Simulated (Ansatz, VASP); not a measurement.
Two plane-wave programs on Mg

INCAR

```
SYSTEM = Mg
ALGO = Normal
EDIFF = 1E-7
ENCUT = 520
GGA = PS
ISIF = 2
ISMEAR = 0
LASPH = .True.
LCHARG = .True.
LELF = .True.
LREAL = .False.
LVHAR = .True.
LWAVE = .False.
NBANDS = 7
NELM = 80
PREC = Accurate
SIGMA = 0.15
```

The input KPOINTS:

```
k-points
0
Gamma
  18 18 18
  0 0 0
```

The input POSCAR:

```
Mg
1.0
   -1.8219578674      1.8219578674      1.6301500000
    1.8219578674     -1.8219578674      1.6301500000
    1.8219578674      1.8219578674     -1.6301500000
Mg
1
Direct
    0.0000000000      0.0000000000      0.0000000000
```

Input for Ansatz:

```yaml
crystal:
  lattice:
    - [-1.8219578674, 1.8219578674, 1.63015]
    - [1.8219578674, -1.8219578674, 1.63015]
    - [1.8219578674, 1.8219578674, -1.63015]
  atoms:
    - { symbol: Mg, position: [0.0, 0.0, 0.0] }
basis:
  ecutwfc: 520.0
kpoints:
  mp_grid: { grid: [18, 18, 18] }
hamiltonian:
  xc: pbesol
scf:
  occupations: { method: gaussian, width: 0.15 }
output:
  forces: true
  stress: true
  eigenvalues: true
```

Alike in both runs: task single point; functional PBEsol; k mesh 18 × 18 × 18; occupations gaussian, width 0.15 eV; no spin polarisation.

|  | VASP | Ansatz |
| --- | --- | --- |
| version | VASP 6.6.1 | Ansatz 0.2.0 |
| potentials or method | VASP PAW PBE potentials, release 64 (Mg), cutoff 520 eV | scalar-relativistic, plane waves, PAW |
| valence electrons in the cell | 2 | 10 |

|  | VASP | Ansatz | Ansatz less VASP |
| --- | --- | --- | --- |
| gap on the k mesh at the Fermi level (eV) | none | none | - |
| pressure (GPa) | 1.6 | 1.7 | +0.03 |
| traceless stress, the component that is largest in VASP (GPa) | 0.49 | 0.48 | -0.008 |

VASP's potentials were made for PBE, not for PBEsol. A gap of «none» marks a metal or a gap that the smearing closes. The functional is the same, so the differences come from potentials, cutoffs and numerics. VASP's potentials hold 2 valence electrons a cell and Ansatz's 10, so a difference there can come from the potentials and not from the codes.
